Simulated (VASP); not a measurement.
# Pd in VASP: further runs

The runs below take Pd through electric field gradients, with PBE, PBE+D3(BJ).

Everything below comes from runs of VASP 6.6.1. Logs are shortened: lines on timing, memory, paths and dates and some standing lists are left out, and cuts for length are marked.

### Step 1. The cell of the first run

The structure is cubic, space group Fm-3m (No. 225). Conventional cell: a = 3.941 Å, b = 3.941 Å, c = 3.941 Å, α = 90.00°, β = 90.00°, γ = 90.00°. Within 3.7 Å of Pd (site symmetry m-3m) lie 12 Pd at 2.79 Å.

### Step 2. Electric field gradients, PBE (volume scaled by 1.04)

File INCAR:

```
SYSTEM = Pd
PREC = Accurate
ENCUT = 520
EDIFF = 1E-8
ISMEAR = -1
SIGMA = 0.05
LREAL = .False.
LASPH = .True.
NELM = 60
ALGO = Normal
ISIF = 2
LWAVE = .False.
LCHARG = .False.
GGA = PE
LEFG = .True.
NBANDS = 11
```

File KPOINTS:

```
regular mesh
0
Gamma
  18 18 18
  0 0 0
```

File POSCAR:

```
Pd
1.0
    0.0000000000      1.9704937245      1.9704937245
    1.9704937245      0.0000000000      1.9704937245
    1.9704937245      1.9704937245      0.0000000000
Pd
1
Direct
    0.0000000000      0.0000000000      0.0000000000
```

Potentials or basis: VASP PAW PBE potentials, release 64 (Pd).

On the command line:

```console
> cat potpaw_PBE.64/Pd/POTCAR > POTCAR
> mpirun -np 1 vasp_std > vasp.out
```

OUTCAR:

```text
SYSTEM = Pd
   PREC = Accurate
   ENCUT = 520
   EDIFF = 1E-8
   ISMEAR = -1
   LREAL = .False.
   LASPH = .True.
   NELM = 60
   ISIF = 2
   GGA = PE

 ion  position               nearest neighbor table
   1  0.000  0.000  0.000-

  LATTYP: Found a face centered cubic cell.
 ALAT       =     3.9409874490

  Lattice vectors:

 A1 = (   0.0000000000,   1.9704937245,   1.9704937245)
 A2 = (   1.9704937245,   0.0000000000,   1.9704937245)
 A3 = (   1.9704937245,   1.9704937245,   0.0000000000)

Analysis of symmetry for initial positions (statically):
=====================================================================
 Subroutine PRICEL returns:
 Original cell was already a primitive cell.

 Routine SETGRP: Setting up the symmetry group for a
 face centered cubic supercell.

 Subroutine GETGRP returns: Found 48 space group operations
 (whereof 48 operations were pure point group operations)
 out of a pool of 48 trial point group operations.

The static configuration has the point symmetry O_h .

Analysis of symmetry for dynamics (positions and initial velocities):
=====================================================================
 Subroutine PRICEL returns:
 Original cell was already a primitive cell.

 Routine SETGRP: Setting up the symmetry group for a
 face centered cubic supercell.

 Subroutine GETGRP returns: Found 48 space group operations
 (whereof 48 operations were pure point group operations)
 out of a pool of 48 trial point group operations.

The dynamic configuration has the point symmetry O_h .

 Subroutine INISYM returns: Found 48 space group operations
 (whereof 48 operations are pure point group operations),
 and found     1 'primitive' translations

----------------------------------------------------------------------------------------

                                     Primitive cell

  volume of cell :      15.3022

  direct lattice vectors                    reciprocal lattice vectors
     0.000000000  1.970493725  1.970493725    -0.253743513  0.253743513  0.253743513
     1.970493725  0.000000000  1.970493725     0.253743513 -0.253743513  0.253743513
     1.970493725  1.970493725  0.000000000     0.253743513  0.253743513 -0.253743513

  length of vectors
     2.786698950  2.786698950  2.786698950     0.439496657  0.439496657  0.439496657

  position of ions in fractional coordinates (direct lattice)
     0.000000000  0.000000000  0.000000000

  ion indices of the primitive-cell ions
   primitive index   ion index
                 1           1

----------------------------------------------------------------------------------------

 KPOINTS: regular mesh

Automatic generation of k-mesh.
 Grid dimensions read from file:
 generate k-points for:   18   18   18

 Generating k-lattice:

  Cartesian coordinates                     Fractional coordinates (reciprocal lattice)
    -0.014096862  0.014096862  0.014096862     0.055555556  0.000000000  0.000000000
     0.014096862 -0.014096862  0.014096862     0.000000000  0.055555556  0.000000000
     0.014096862  0.014096862 -0.014096862     0.000000000  0.000000000  0.055555556

  Length of vectors
     0.024416481  0.024416481  0.024416481

  Shift w.r.t. Gamma in fractional coordinates (k-lattice)
     0.000000000  0.000000000  0.000000000

 Subroutine IBZKPT returns following result:
 ===========================================

 Found    195 irreducible k-points:

 Following reciprocal coordinates:
            Coordinates               Weight
  0.000000  0.000000  0.000000      1.000000
  0.055556  0.000000  0.000000      8.000000
  0.111111  0.000000  0.000000      8.000000
  0.166667  0.000000  0.000000      8.000000
  0.222222  0.000000  0.000000      8.000000
  0.277778  0.000000  0.000000      8.000000
[... 16 lines left out ...]
 -0.277778  0.055556  0.000000     24.000000
 -0.222222  0.055556  0.000000     24.000000
 [... further k-points ...]
   k-points           NKPTS =    195   k-points in BZ     NKDIM =    195   number of bands    NBANDS=     11
   number of dos      NEDOS =    301   number of ions     NIONS =      1
   total plane-waves  NPLWV =  13824
   dimension x,y,z NGX =    24 NGY =   24 NGZ =   24
   dimension x,y,z NGXF=    48 NGYF=   48 NGZF=   48
   ions per type =               1
   NGX,Y,Z   is equivalent  to a cutoff of  14.32, 14.32, 14.32 a.u.
   NGXF,Y,Z  is equivalent  to a cutoff of  28.64, 28.64, 28.64 a.u.
 SYSTEM =  Pd
   PREC   = accura    normal or accurate (medium, high low for compatibility)
   ISTART =      0    job   : 0-new  1-cont  2-samecut
   ICHARG =      2    charge: 1-file 2-atom 10-const
   ISPIN  =      1    spin polarized calculation?
   LNONCOLLINEAR =      F non collinear calculations
   LSORBIT =      F    spin-orbit coupling
   LASPH  =      T    aspherical Exc in radial PAW
   ENCUT  =  520.0 eV  38.22 Ry    6.18 a.u.   5.18  5.18  5.18*2*pi/ulx,y,z
   NELM   =     60;   NELMIN=  2; NELMDL= -5     # of ELM steps
   EDIFF  = 0.1E-07   stopping-criterion for ELM
   LREAL  =      F    real-space projection
   EDIFFG = 0.1E-06   stopping-criterion for IOM
   NSW    =      0    number of steps for IOM
   IBRION =     -1    ionic relax: 0-MD 1-quasi-New 2-CG
   NFREE  =      0    steps in history (QN), initial steepest desc. (CG)
   ISIF   =      2    stress and relaxation
   ISYM   =      2    0-nonsym 1-usesym 2-fastsym
   POTIM  = 0.5000    time-step for ionic-motion
   TEBEG  =    0.0;   TEEND  =   0.0 temperature during run
   PSTRESS=    0.0 pullay stress
   NELECT =      10.0000    total number of electrons
   NUPDOWN=      -1.0000    fix difference up-down
   EMIN   =  10.00;   EMAX   =-10.00  energy-range for DOS
   EFERMI =   0.00;   METHOD = LEGACY
   ISMEAR =    -1;   SIGMA  =   0.05  broadening in eV -4-tet -1-fermi 0-gaus
   EFERMI_NEDOS =   21; number of points for ismear=-14 and -15
   IALGO  =     38    algorithm
   IMIX   =      4    mixing-type and parameters
     AMIX     =   0.40;   BMIX     =  1.00
     AMIX_MAG =   1.60;   BMIX_MAG =  1.00
  volume/ion in A,a.u.               =      15.30       103.26
  Fermi-wavevector in a.u.,A,eV,Ry     =   1.420659  2.684656 27.460249  2.018271
  Thomas-Fermi vector in A             =   2.541551
   LORBIT       =      0    0 simple, 1 ext, 2 COOP (PROOUT), +10 PAW based schemes
   GGA     = PE    functional components
[... 5 lines left out ...]
 non-spin polarized calculation
  energy-cutoff  :      520.00
  volume of cell :       15.30
 maximum number of plane-waves:       424
 NGX is ok and might be reduce to    24
   NGX = 11   NGY = 11   NGZ = 11

 number of electron      10.0000000 magnetization

 Free energy of the ion-electron system (eV)
  ---------------------------------------------------
  ext. energy  EPLUGINS =         0.00000000
  ---------------------------------------------------
  free energy    TOTEN  =        -5.22971912 eV

  energy without entropy =       -5.21072285  energy(sigma->0) =       -5.22022098

 E-fermi :   9.1730     XC(G=0): -12.9567

 val. band max:        9.1679533330   @ k =  -0.4444   0.3889   0.1111
 cond. band min:       9.1753573547   @ k =  -0.3889   0.3889   0.0556
 fundamental gap:      0.0074040217
 Fermi energy:         9.1729852836

 k-point     1 :       0.0000    0.0000    0.0000
  band No.  band energies     occupation
      1       2.3163      2.00000
      2       6.4977      2.00000
      3       6.4977      2.00000
      4       6.4977      2.00000
      5       8.0136      2.00000
      6       8.0136      2.00000
      7      26.3433      0.00000
      8      30.9113      0.00000
      9      30.9113      0.00000
     10      30.9113      0.00000
     11      35.4897      0.00000

 k-point     2 :       0.0556    0.0000    0.0000
  band No.  band energies     occupation
      1       2.4251      2.00000
      2       6.4601      2.00000
      3       6.5349      2.00000
      4       6.5349      2.00000
      5       7.9960      2.00000
      6       7.9960      2.00000
      7      26.4510      0.00000
      8      30.1503      0.00000
      9      31.0289      0.00000
     10      31.0289      0.00000
     11      35.5930      0.00000

 k-point     3 :       0.1111    0.0000    0.0000
  band No.  band energies     occupation
      1       2.7402      2.00000
      2       6.3665      2.00000
      3       6.6318      2.00000
      4       6.6318      2.00000
      5       7.9593      2.00000
      6       7.9593      2.00000
      7      26.6691      0.00000
      8      28.6279      0.00000
      9      31.3602      0.00000
     10      31.3602      0.00000
     11      36.0018      0.00000

 k-point     4 :       0.1667    0.0000    0.0000
  band No.  band energies     occupation
      1       3.2175      2.00000
      2       6.2792      2.00000
      3       6.7404      2.00000
      4       6.7404      2.00000
      5       7.9551      2.00000
      6       7.9551      2.00000
      7      26.1761      0.00000
      8      27.5794      0.00000
      9      31.8309      0.00000
     10      31.8309      0.00000
     11      35.0223      0.00000

 k-point     5 :       0.2222    0.0000    0.0000
  band No.  band energies     occupation
      1       3.7459      2.00000
      2       6.3297      2.00000
      3       6.7874      2.00000
      4       6.7874      2.00000
      5       8.0568      2.00000
      6       8.0568      2.00000
      7      24.3965      0.00000
      8      27.4455      0.00000
      9      32.2582      0.00000
     10      32.2582      0.00000
     11      34.5412      0.00000
[... 211 lines left out ...]
 k-point    21 :      -0.3889    0.0556    0.0000
  band No.  band energies     occupation
      1       4.2849      2.00000
      2       6.4820      2.00000
      3       6.5694      2.00000
      4       8.3093      2.00000
      5       8.8242      1.99813
      6       9.8760      0.00000
      7      17.8747      0.00000
      8      26.0150      0.00000
      9      29.4261      0.00000
     10      30.7801      0.00000
     11      35.5368      0.00000

 k-point    22 :      -0.3333    0.0556    0.0000
  band No.  band energies     occupation
      1       4.3276      2.00000
      2       6.5800      2.00000
      3       6.6578      2.00000
      4       7.5978      2.00000
      5       8.5108      2.00000
      6       9.2123      0.62556
      7      19.7202      0.00000
      8      26.4108      0.00000
      9      29.8682      0.00000
     10      31.9161      0.00000
     11      34.8863      0.00000

 k-point    23 :      -0.2778    0.0556    0.0000
  band No.  band energies     occupation
      1       4.2765      2.00000
      2       6.6390      2.00000
      3       6.7633      2.00000
      4       6.8587      2.00000
      5       8.1767      2.00000
      6       8.7488      1.99959
      7      21.7478      0.00000
      8      26.8890      0.00000
      9      30.4698      0.00000
     10      33.3066      0.00000
     11      33.9738      0.00000

 k-point    24 :      -0.2222    0.0556    0.0000
  band No.  band energies     occupation
      1       3.9887      2.00000
      2       6.2923      2.00000
      3       6.8063      2.00000
      4       6.8376      2.00000
      5       7.9054      2.00000
      6       8.3999      2.00000
      7      23.7973      0.00000
      8      27.2829      0.00000
      9      30.9425      0.00000
     10      33.4086      0.00000
     11      33.7195      0.00000

 [... further k-points ...]
[... 5 lines left out ...]
  --------------------------------------------------------------------------------------
  -------------------------------------------------------------------------------------
  Total       -0.0084599     -0.0084599     -0.0084599      0.0000000      0.0000000     -0.0000000
  in kB       -0.8857710     -0.8857710     -0.8857710      0.0000000      0.0000000     -0.0000000
  external PRESSURE =      -0.8857710 kB  Pullay stress =       0.0000000 kB

 VOLUME and BASIS-vectors are now :
 -----------------------------------------------------------------------------
  energy-cutoff  :      520.00
  volume of cell :       15.30
      direct lattice vectors                 reciprocal lattice vectors
     0.000000000  1.970493725  1.970493725    -0.253743513  0.253743513  0.253743513
     1.970493725  0.000000000  1.970493725     0.253743513 -0.253743513  0.253743513
     1.970493725  1.970493725  0.000000000     0.253743513  0.253743513 -0.253743513

 POSITION                                       TOTAL-FORCE (eV/Angst)
 -----------------------------------------------------------------------------------
      0.00000      0.00000      0.00000        -0.000000      0.000000     -0.000000
 -----------------------------------------------------------------------------------
    total drift:                               -0.000000     -0.000000     -0.000000

  FREE ENERGIE OF THE ION-ELECTRON SYSTEM (eV)
  ---------------------------------------------------
  free  energy   TOTEN  =        -5.2297191151 eV

  energy  without entropy=       -5.2107228512  energy(sigma->0) =       -5.22022098

 Electric field gradients (V/A^2)
---------------------------------------------------------------------
 ion       V_xx      V_yy      V_zz      V_xy      V_xz      V_yz
---------------------------------------------------------------------
   1      -0.000     0.000     0.000    -0.000    -0.000    -0.000
---------------------------------------------------------------------

 Electric field gradients after diagonalization (V/A^2)
 (convention: |V_zz| > |V_xx| > |V_yy|)
----------------------------------------------------------------------
 ion       V_xx      V_yy      V_zz     asymmetry (V_yy - V_xx)/ V_zz
----------------------------------------------------------------------
   1       0.000     0.000    -0.000       0.000
----------------------------------------------------------------------

           NMR quadrupolar parameters

 Cq : quadrupolar parameter    Cq=e*Q*V_zz/h
 eta: asymmetry parameters     (V_yy - V_xx)/ V_zz
 Q  : nuclear electric quadrupole moment in mb (millibarn)
----------------------------------------------------------------------
 ion       Cq(MHz)       eta       Q (mb)
----------------------------------------------------------------------
   1      -0.000       0.000       1.000
----------------------------------------------------------------------
```

It took 12 s on 1 thread of Intel Xeon 6975P-C (Granite Rapids), shared host; peak memory 0.16 GiB.

What came out:

```
Free energy            : -5.2297 eV
Pressure               : -0.1 GPa
Band gap on the k mesh : zero (band 5 reaches 9.44 eV, above the bottom of band 6 at 7.96 eV)
```

Levels at points of the mesh, in eV from the Fermi level:
| k point | band 1 | band 2 | band 3 | band 4 | band 5 | band 6 | band 7 | band 8 | band 9 | band 10 |
| --- | --- | --- | --- | --- | --- | --- | --- | --- | --- | --- |
| (0.00, 0.00, 0.00) | -6.86 | -2.68 | -2.68 | -2.68 | -1.16 | -1.16 | 17.17 | 21.74 | 21.74 | 21.74 |
| (0.50, 0.00, 0.00) | -5.01 | -2.72 | -2.72 | -0.03 | -0.03 | 1.10 | 7.03 | 16.52 | 20.75 | 20.75 |
| (0.50, 0.50, 0.00) | -5.09 | -4.81 | -0.06 | 0.27 | 0.27 | 3.35 | 10.40 | 13.01 | 13.01 | 21.04 |

Caveat: without QUAD_EFG the Cq values of the log hold for a quadrupole moment of 1 mb, not for the nuclei.

### Step 3. Electric field gradients, PBE (volume scaled by 1.04)

File INCAR:

```
ALGO = Normal
EDIFF = 1E-8
ENCUT = 520
GGA = PE
ISIF = 2
ISMEAR = -1
LASPH = T
LCHARG = F
LEFG = T
LREAL = F
LWAVE = F
NBANDS = 11
NELM = 100
PREC = Accurate
SIGMA = 0.05
```

File KPOINTS:

```
k-points
0
Gamma
  18 18 18
```

POSCAR is that of step 2.

Potentials or basis: VASP PAW PBE potentials, release 64 (Pd).

On the command line:

```console
> cat potpaw_PBE.64/Pd/POTCAR > POTCAR
> mpirun -np 1 vasp_std > vasp.out
```

OUTCAR:

```text
EDIFF = 1E-8
   ENCUT = 520
   GGA = PE
   ISIF = 2
   ISMEAR = -1
   LASPH = T
   LREAL = F
   NELM = 100
   PREC = Accurate

 ion  position               nearest neighbor table
   1  0.000  0.000  0.000-

  LATTYP: Found a face centered cubic cell.
 ALAT       =     3.9409874490

  Lattice vectors:

 A1 = (   0.0000000000,   1.9704937245,   1.9704937245)
[... 542 lines left out ...]
 -----------------------------------------------------------------------------------
    total drift:                               -0.000000     -0.000000     -0.000000

  FREE ENERGIE OF THE ION-ELECTRON SYSTEM (eV)
  ---------------------------------------------------
  free  energy   TOTEN  =        -5.2297191151 eV

  energy  without entropy=       -5.2107228512  energy(sigma->0) =       -5.22022098

 Electric field gradients (V/A^2)
---------------------------------------------------------------------
 ion       V_xx      V_yy      V_zz      V_xy      V_xz      V_yz
---------------------------------------------------------------------
   1      -0.000     0.000     0.000    -0.000    -0.000    -0.000
---------------------------------------------------------------------

 Electric field gradients after diagonalization (V/A^2)
 (convention: |V_zz| > |V_xx| > |V_yy|)
----------------------------------------------------------------------
 ion       V_xx      V_yy      V_zz     asymmetry (V_yy - V_xx)/ V_zz
----------------------------------------------------------------------
   1       0.000     0.000    -0.000       0.000
----------------------------------------------------------------------

           NMR quadrupolar parameters

 Cq : quadrupolar parameter    Cq=e*Q*V_zz/h
 eta: asymmetry parameters     (V_yy - V_xx)/ V_zz
 Q  : nuclear electric quadrupole moment in mb (millibarn)
----------------------------------------------------------------------
 ion       Cq(MHz)       eta       Q (mb)
----------------------------------------------------------------------
   1      -0.000       0.000       1.000
----------------------------------------------------------------------
```

OSZICAR:

```text
N       E                     dE             d eps       ncg     rms          rms(c)
DAV:   1     0.418368138588E+02    0.41837E+02   -0.51022E+03  4322   0.846E+02
DAV:   2    -0.494316271165E+01   -0.46780E+02   -0.44902E+02  4818   0.181E+02
DAV:   3    -0.549697362828E+01   -0.55381E+00   -0.55170E+00  5135   0.209E+01
DAV:   4    -0.549959135780E+01   -0.26177E-02   -0.26174E-02  5157   0.152E+00
DAV:   5    -0.549962067176E+01   -0.29314E-04   -0.29314E-04  5640   0.146E-01    0.698E+00
DAV:   6    -0.524122259297E+01    0.25840E+00   -0.11245E+00  5274   0.852E+00    0.340E+00
DAV:   7    -0.523292855597E+01    0.82940E-02   -0.10846E-02  5465   0.760E-01    0.183E+00
DAV:   8    -0.522971854915E+01    0.32100E-02   -0.96845E-04  5290   0.230E-01    0.632E-02
DAV:   9    -0.522971531736E+01    0.32318E-05   -0.28313E-05  5530   0.457E-02    0.190E-02
DAV:  10    -0.522971952803E+01   -0.42107E-05   -0.30453E-06  5266   0.162E-02    0.445E-03
DAV:  11    -0.522971912926E+01    0.39877E-06   -0.34660E-08  5731   0.180E-03    0.313E-04
DAV:  12    -0.522971910526E+01    0.23996E-07   -0.26072E-09  3755   0.455E-04    0.959E-05
DAV:  13    -0.522971911582E+01   -0.10560E-07   -0.12247E-10  3441   0.111E-04    0.506E-05
DAV:  14    -0.522971911511E+01    0.71338E-09   -0.73127E-12  3384   0.273E-05
   1 F= -.52297191E+01 E0= -.52202210E+01  d E =-.189963E-01
```

stdout:

```text
POSCAR found type information on POSCAR Pd
 POSCAR found :  1 types and       1 ions
 scaLAPACK will be used
 LDA part: xc-table for (Slater+PW92), standard interpolation
 POSCAR, INCAR and KPOINTS ok, starting setup
 FFT: planning ... GRIDC
 FFT: planning ... GRID_SOFT
 FFT: planning ... GRID
 WAVECAR not read
 entering main loop
ion   1
```

Wall time 12 s (1 thread of Intel Xeon 6975P-C (Granite Rapids), shared host); peak memory 0.16 GiB.

What came out:

| Item | Value |
| --- | --- |
| Free energy | -5.2297 eV |
| Pressure | -0.1 GPa |
| Band gap on the k mesh | zero (band 5 reaches 9.44 eV, above the bottom of band 6 at 7.96 eV) |

Caveat: without QUAD_EFG the Cq values of the log hold for a quadrupole moment of 1 mb, not for the nuclei.

(Part 1 of 2 ends here.)
